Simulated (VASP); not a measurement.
SiC (Moissanite 3C), 2 atoms in the cell. Symmetry: F-43m, No. 216, cubic system. Conventional cell: a = 4.279 Å, b = 4.279 Å, c = 4.279 Å, α = 90.00°, β = 90.00°, γ = 90.00°. Si (site symmetry -43m) has 4 C at 1.85 Å within 2.5 Å. C (site symmetry -43m) has 4 Si at 1.85 Å within 2.5 Å. 

* Program: VASP 6.6.1
* Task: single point
* Functional: PBEsol
* Potentials or basis: VASP PAW PBE potentials, release 64 (Si, C)
* Cutoff: 600 eV
* k mesh: 8 × 8 × 8
* Occupations: gaussian, width 0.01 eV
* Spin: no spin polarisation
* Dipole correction: no
* Further INCAR settings: ALGO = Normal; EDIFF = 1e-06; NBANDS = 11

Potentials or basis: VASP PAW PBE potentials, release 64 (Si, C).

Command:

```sh
$ cat potpaw_PBE.64/Si/POTCAR potpaw_PBE.64/C/POTCAR > POTCAR
$ mpirun -np 1 vasp_std > vasp.out
```

Hardware: 1 thread of Intel Xeon 6975P-C, with other jobs on the host.

**Question.** Estimate the wall time of this run.

**Answer.** It took 3.4 s on 1 thread of Intel Xeon 6975P-C (shared host), peak memory 0.13 GiB. Counts: scf iterations 11, k points 29.
